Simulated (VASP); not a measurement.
Here is a VASP 6.6.1 calculation.

File INCAR:

```
SYSTEM = KMgF3
PREC = Accurate
ENCUT = 600
EDIFF = 1E-7
ISMEAR = 0
SIGMA = 0.01
LREAL = .FALSE.
LASPH = .TRUE.
NELM = 120
ALGO = Normal
ISIF = 3
LWAVE = .FALSE.
LCHARG = .FALSE.
GGA = PE
IBRION = 2
NSW = 80
EDIFFG = -0.1
PSTRESS = -20.0
GGA_COMPAT = .FALSE.
NELMIN = 4
```

File KPOINTS:

```
Automatic mesh
0
G
  3 3 3
  0 0 0
```

Contents of POSCAR:

```
KMgF3
1.0
    3.9859000000      0.0000000000      0.0000000000
    0.0000000000      3.9859000000      0.0000000000
    0.0000000000      0.0000000000      3.9859000000
K Mg F
1 1 3
Direct
    0.5000000000      0.5000000000      0.5000000000
    0.0000000000      0.0000000000      0.0000000000
    0.5000000000      0.0000000000      0.0000000000
    0.0000000000      0.0000000000      0.5000000000
    0.0000000000      0.5000000000      0.0000000000
```

Potentials or basis: VASP PAW PBE potentials, release 64 (K_sv, Mg, F).

The run is started by

```bash
$ cat potpaw_PBE.64/K_sv/POTCAR potpaw_PBE.64/Mg/POTCAR potpaw_PBE.64/F/POTCAR > POTCAR
$ mpirun -np 1 vasp_std > vasp.out
```

What does it give for the relaxed cell?

a = 4.065 Å, b = 4.065 Å, c = 4.065 Å, α = 90.00°, β = 90.00°, γ = 90.00°.

Predict the space group after relaxing (to 0.05 Å).

Pm-3m (No. 221).

Step by step:
| step | energy change (eV) | largest force (eV/Å) | pressure (GPa) | volume (Å³) |
| --- | --- | --- | --- | --- |
| 1 | 0.0000 | 0.0000 | 3.23 | 63.33 |
| 2 | -0.0243 | 0.0000 | -0.99 | 67.19 |

Caveat: the k points lie up to 0.52 Å⁻¹ apart in the final cell; the cell is relaxed towards a set pressure, so the enthalpy falls and the energy may rise. PBE usually gives volumes a little too large and moduli too small.
